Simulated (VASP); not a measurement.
The system is MnO2.

```
Mn O
1.0
     2.67373    0.00000    0.00000
    -1.33686    2.31552    0.00000
     0.00000    0.00000    4.30684
Mn O
1 2
Direct
  0.00000 0.00000 0.50000
  0.66667 0.33333 0.29371
  0.33333 0.66667 0.70629
```

Base run:

| Property | Result |
| --- | --- |
| Program | VASP 6.6.1 |
| Functional | LDA |
| Potentials or basis | VASP PAW LDA potentials, release 64 (Mn_pv, O) |
| Cutoff | 520 eV |
| k mesh | 11 × 11 × 6 |
| Occupations | fermi-dirac, width 0.03 eV |
| Spin | collinear spin, ferromagnetic start |
| Starting moments | [4.0, 0.0, 0.0] μB |

Its results: pressure 50.4 GPa; largest force 3.283 eV/Å.

**Question.** The run is repeated on the same cell with these changes: spin from collinear spin, ferromagnetic start to no spin polarisation; further incar settings from ALGO = Normal; EDIFF = 1e-06; NBANDS = 24 to ALGO = Normal; EDIFF = 1e-06; NBANDS = 20. What comes out?

**Answer.** Pressure 37.8 GPa; largest force 2.908 eV/Å.

Caveats: the cell stands under pressure; a cell with one magnetic atom can't hold antiferromagnetic order, which such compounds often take (at least some runs); forces of over 1 eV/Å act on the atoms, so gaps and moduli don't describe the material at rest (at least some runs); an odd number of electrons without spin polarisation forces a metal (at least some runs); a magnetic or distorted state may lie lower (at least some runs).
